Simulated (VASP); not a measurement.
**Sc3Re: single point with PBE**

Crystal: Sc3Re.

```
Sc Re
1.0
     0.00000    3.39992    3.39992
     3.39992    0.00000    3.39992
     3.39992    3.39992    0.00000
Sc Re
3 1
Direct
  0.25000 0.25000 0.25000
  0.75000 0.75000 0.75000
  0.50000 0.50000 0.50000
  0.00000 0.00000 0.00000
```

The cell was built from a structure type or drawn by symmetry, and may not be a known phase.

```
Program             : VASP 6.6.1
Task                : single point
Functional          : PBE
Potentials or basis : VASP PAW PBE potentials, release 64 (Sc_sv, Re)
Cutoff              : 520 eV
k mesh              : 4 × 4 × 4
Occupations         : gaussian, width 0.1 eV
Spin                : no spin polarisation
```

The pressure is 0.1 GPa and the band gap on the k mesh is zero (bands 20 and 21 overlap by 1.33 eV).

Levels at points of the mesh, in eV from the Fermi level:
```csv
k point,band 18,band 19,band 20,band 21,band 22,band 23
"(0.00, 0.00, 0.00)",-1.35,-0.20,-0.20,-0.20,1.16,1.16
"(0.50, 0.00, 0.00)",-0.91,-0.91,-0.64,-0.64,0.15,0.31
"(0.50, 0.50, 0.00)",-0.89,-0.89,0.68,1.03,1.03,1.06
```

Wall time 63 s on 1 thread of Intel Xeon 8259CL, on a shared host, peak memory 0.21 GiB.

Caveat: the k points lie up to 0.40 Å⁻¹ apart, too coarse for converged energies and pressures of a metal; spin-orbit coupling is left out, which moves the levels of the heavy elements.
